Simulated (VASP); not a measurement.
# Sm (Fm-3m) in VASP: single point with PBE

Aim: the single point of Sm with PBE.

All numbers are computed with VASP 6.6.1; they aren't measurements. Logs are shortened: lines on timing, memory, paths and dates and some standing lists are left out, and cuts for length are marked.

## Step 1: The cell of the first run

Symmetry: Fm-3m, No. 225, cubic system. The conventional cell has a = 4.591 Å, b = 4.591 Å, c = 4.591 Å, α = 90.00°, β = 90.00°, γ = 90.00°. Within 4.3 Å of Sm (site symmetry m-3m) lie 12 Sm at 3.25 Å.

This isn't the form of Sm at room conditions, which is rhombohedral.

## Step 2: Single point, PBE

File INCAR:

```
PREC = Accurate
ENCUT = 520
EDIFF = 1E-7
ISMEAR = -1
SIGMA = 0.06122561905347299
LREAL = F
LASPH = T
NELM = 60
ALGO = Normal
ISIF = 2
LWAVE = F
LCHARG = F
GGA = PE
NBANDS = 14
```

File KPOINTS:

```
Automatic mesh
0
Gamma
  42 42 42
```

File POSCAR:

```
Sm
1.0
    0.0000000000      2.2955931370      2.2955931370
    2.2955931370      0.0000000000      2.2955931370
    2.2955931370      2.2955931370      0.0000000000
Sm
1
Direct
    0.0000000000      0.0000000000      0.0000000000
```

Potentials or basis: VASP PAW PBE potentials, release 64 (Sm).

On the command line:

```console
cat potpaw_PBE.64/Sm/POTCAR > POTCAR
mpirun -np 1 vasp_std > vasp.out
```

OUTCAR:

```text
PREC = Accurate
   ENCUT = 520
   EDIFF = 1E-7
   ISMEAR = -1
   LREAL = F
   LASPH = T
   NELM = 60
   ISIF = 2
   GGA = PE

 ion  position               nearest neighbor table
   1  0.000  0.000  0.000-

  LATTYP: Found a face centered cubic cell.
 ALAT       =     4.5911862740

  Lattice vectors:

 A1 = (   0.0000000000,   2.2955931370,   2.2955931370)
 A2 = (   2.2955931370,   0.0000000000,   2.2955931370)
 A3 = (   2.2955931370,   2.2955931370,   0.0000000000)

Analysis of symmetry for initial positions (statically):
=====================================================================
 Subroutine PRICEL returns:
 Original cell was already a primitive cell.

 Routine SETGRP: Setting up the symmetry group for a
 face centered cubic supercell.

 Subroutine GETGRP returns: Found 48 space group operations
 (whereof 48 operations were pure point group operations)
 out of a pool of 48 trial point group operations.

The static configuration has the point symmetry O_h .

Analysis of symmetry for dynamics (positions and initial velocities):
=====================================================================
 Subroutine PRICEL returns:
 Original cell was already a primitive cell.

 Routine SETGRP: Setting up the symmetry group for a
 face centered cubic supercell.

 Subroutine GETGRP returns: Found 48 space group operations
 (whereof 48 operations were pure point group operations)
 out of a pool of 48 trial point group operations.

The dynamic configuration has the point symmetry O_h .

 Subroutine INISYM returns: Found 48 space group operations
 (whereof 48 operations are pure point group operations),
 and found     1 'primitive' translations

----------------------------------------------------------------------------------------

                                     Primitive cell

  volume of cell :      24.1944

  direct lattice vectors                    reciprocal lattice vectors
     0.000000000  2.295593137  2.295593137    -0.217808632  0.217808632  0.217808632
     2.295593137  0.000000000  2.295593137     0.217808632 -0.217808632  0.217808632
     2.295593137  2.295593137  0.000000000     0.217808632  0.217808632 -0.217808632

  length of vectors
     3.246458948  3.246458948  3.246458948     0.377255616  0.377255616  0.377255616

  position of ions in fractional coordinates (direct lattice)
     0.000000000  0.000000000  0.000000000

  ion indices of the primitive-cell ions
   primitive index   ion index
                 1           1

----------------------------------------------------------------------------------------
[... 81 lines left out ...]
   NELECT =      16.0000    total number of electrons
   NUPDOWN=      -1.0000    fix difference up-down
   EMIN   =  10.00;   EMAX   =-10.00  energy-range for DOS
   EFERMI =   0.00;   METHOD = LEGACY
   ISMEAR =    -1;   SIGMA  =   0.06  broadening in eV -4-tet -1-fermi 0-gaus
   EFERMI_NEDOS =   21; number of points for ismear=-14 and -15
   IALGO  =     38    algorithm
   IMIX   =      4    mixing-type and parameters
     AMIX     =   0.40;   BMIX     =  1.00
     AMIX_MAG =   1.60;   BMIX_MAG =  1.00
  volume/ion in A,a.u.               =      24.19       163.27
  Fermi-wavevector in a.u.,A,eV,Ry     =   1.426297  2.695310 27.678639  2.034323
  Thomas-Fermi vector in A             =   2.546589
   LORBIT       =      0    0 simple, 1 ext, 2 COOP (PROOUT), +10 PAW based schemes
   GGA     = PE    functional components
   LHFCALC =     F    Hartree Fock is set to
   AEXX    =    0.0000 exact exchange contribution
   IVDW    =     0    specifies the selected vdW correction
   LEPSILON=     F    determine dielectric tensor
   LRPA    =     F    only Hartree local field effects (RPA)
 non-spin polarized calculation
  energy-cutoff  :      520.00
  volume of cell :       24.19
 maximum number of plane-waves:       666
   NGX = 13   NGY = 13   NGZ = 13

 number of electron      15.9999999 magnetization

 Free energy of the ion-electron system (eV)
  ---------------------------------------------------
  ext. energy  EPLUGINS =         0.00000000
  ---------------------------------------------------
  free energy    TOTEN  =        -4.72018521 eV

  energy without entropy =       -4.49103739  energy(sigma->0) =       -4.60561130

 E-fermi :   4.7227     XC(G=0): -11.5501

 val. band max:        4.7226417044   @ k =  -0.4048   0.3571   0.0238
 cond. band min:       4.7226876200   @ k =  -0.3095   0.3571   0.0476
 fundamental gap:      0.0000459156
 Fermi energy:         4.7226665829

 k-point     1 :       0.0000    0.0000    0.0000
  band No.  band energies     occupation
      1     -34.7729      2.00000
      2     -13.1669      2.00000
      3     -13.1669      2.00000
      4     -13.1669      2.00000
      5       1.0191      2.00000
      6       4.3066      1.99777
      7       4.6299      1.63946
      8       4.6299      1.63946
      9       4.6299      1.63945
     10       5.0638      0.00758
     11       5.0638      0.00758
     12       5.0638      0.00758
     13       7.2799      0.00000
     14       7.2799      0.00000
[... 377 lines left out ...]
      1     -34.7656      2.00000
      2     -13.2194      2.00000
      3     -13.1790      2.00000
      4     -13.1750      2.00000
      5       1.1148      2.00000
      6       4.2993      1.99802
      7       4.6242      1.66633
      8       4.6341      1.61895
      9       4.6344      1.61754
     10       5.0456      0.01019
     11       5.0480      0.00980
     12       5.0605      0.00800
     13       7.2144      0.00000
     14       7.3474      0.00000

 [... further k-points ...]

------------------------ aborting loop because EDIFF is reached ----------------------------------------

  FORCE on cell =-STRESS in cart. coord.  units (eV):
  Direction    XX          YY          ZZ          XY          YZ          ZX
  --------------------------------------------------------------------------------------
  -------------------------------------------------------------------------------------
  Total       -0.1399546     -0.1399546     -0.1399546      0.0000000      0.0000000     -0.0000000
  in kB       -9.2679361     -9.2679361     -9.2679361      0.0000000      0.0000000     -0.0000000
  external PRESSURE =      -9.2679361 kB  Pullay stress =       0.0000000 kB

 VOLUME and BASIS-vectors are now :
 -----------------------------------------------------------------------------
  energy-cutoff  :      520.00
  volume of cell :       24.19
      direct lattice vectors                 reciprocal lattice vectors
     0.000000000  2.295593137  2.295593137    -0.217808632  0.217808632  0.217808632
     2.295593137  0.000000000  2.295593137     0.217808632 -0.217808632  0.217808632
     2.295593137  2.295593137  0.000000000     0.217808632  0.217808632 -0.217808632

 POSITION                                       TOTAL-FORCE (eV/Angst)
 -----------------------------------------------------------------------------------
      0.00000      0.00000      0.00000         0.000000      0.000000      0.000000
 -----------------------------------------------------------------------------------
    total drift:                                0.000000      0.000000      0.000000

  FREE ENERGIE OF THE ION-ELECTRON SYSTEM (eV)
  ---------------------------------------------------
  free  energy   TOTEN  =        -4.7201852126 eV

  energy  without entropy=       -4.4910373889  energy(sigma->0) =       -4.60561130
```

Run time: 50 min. Hardware: 1 thread of AMD EPYC 7R13, shared host; peak memory 0.84 GiB.

What came out:

* Free energy: -4.7202 eV
* Pressure: -0.9 GPa
* Band gap on the k mesh: zero (bands 8 and 9 overlap by 0.14 eV)

Caveat: spin-orbit coupling is left out, which moves the levels of the heavy elements; semilocal functionals describe open f shells poorly, which spoils levels, moments and volumes.
